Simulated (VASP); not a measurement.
A run of VASP 6.6.1:

Contents of INCAR:

```
SYSTEM = TaN
  ALGO = Normal
  EDIFF = 1E-7
  ENCUT = 520
  GGA = CA
  ISIF = 2
  ISMEAR = 0
  LASPH = .True.
  LCHARG = .False.
  LREAL = .False.
  LWAVE = .False.
  NBANDS = 15
  NELM = 60
  PREC = Accurate
  SIGMA = 0.15
```

Contents of KPOINTS:

```
k-points
0
Gamma
  18 18 18
  0 0 0
```

Contents of POSCAR:

```
TaN
1.0
    0.0000000000      2.2612401490      2.1742693740
    2.2612401490      0.0000000000      2.1742693740
    2.2612401490      2.2612401490      0.0000000000
Ta N
1 1
Direct
    0.4956387160      0.5043612840      0.5043612840
    0.0563407651     -0.0563407651     -0.0563407651
```

Potentials or basis: VASP PAW LDA potentials, release 64 (Ta_pv, N).

Launch:

```console
$ cat potpaw_LDA.64/Ta_pv/POTCAR potpaw_LDA.64/N/POTCAR > POTCAR
$ mpirun -np 1 vasp_std > vasp.out
```

Hardware: 1 thread of Intel(R) Xeon(R) Platinum 8175M CPU @ 2.50GHz (Skylake/Cascade Lake), on a shared host.

Q: Estimate the wall time of this run.

A: Run time: 3.6 min on 1 thread of Intel(R) Xeon(R) Platinum 8175M CPU @ 2.50GHz (Skylake/Cascade Lake), with other jobs on the host, peak memory 0.37 GiB. Counts: scf iterations 13, k points 865.
